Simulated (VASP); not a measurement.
Sb, 2 atoms in the cell. It takes space group R-3m (No. 166, trigonal). The conventional cell has a = 4.272 Å, b = 4.272 Å, c = 11.157 Å, α = 90.00°, β = 90.00°, γ = 120.00°. Sb (site symmetry 3m) has 6 Sb at 2.88 to 3.32 Å within 3.8 Å. 

```yaml
Program: VASP 6.6.1
Task: electric field gradients
Functional: LDA
Potentials_or_basis: VASP PAW LDA potentials, release 64 (Sb)
Cutoff: 520 eV
k_mesh: 12 × 12 × 12
Occupations: fermi-dirac, width 0.03 eV
Spin: no spin polarisation
Dipole_correction: no
Further_INCAR_settings: ALGO = Normal; EDIFF = 1e-08; NBANDS = 12
```

Potentials or basis: VASP PAW LDA potentials, release 64 (Sb).

The run is started by

```bash
$ cat potpaw_LDA.64/Sb/POTCAR > POTCAR
$ mpirun -np 1 vasp_std > vasp.out
```

Hardware: 1 thread of AMD EPYC 9R45 96-Core Processor (Zen 5), on a shared host.

Problem. Estimate the wall time of this run.

Solution. It took 57 s on 1 thread of AMD EPYC 9R45 96-Core Processor (Zen 5), with other jobs on the host, peak memory 0.22 GiB. Counts: scf iterations 12, k points 189.
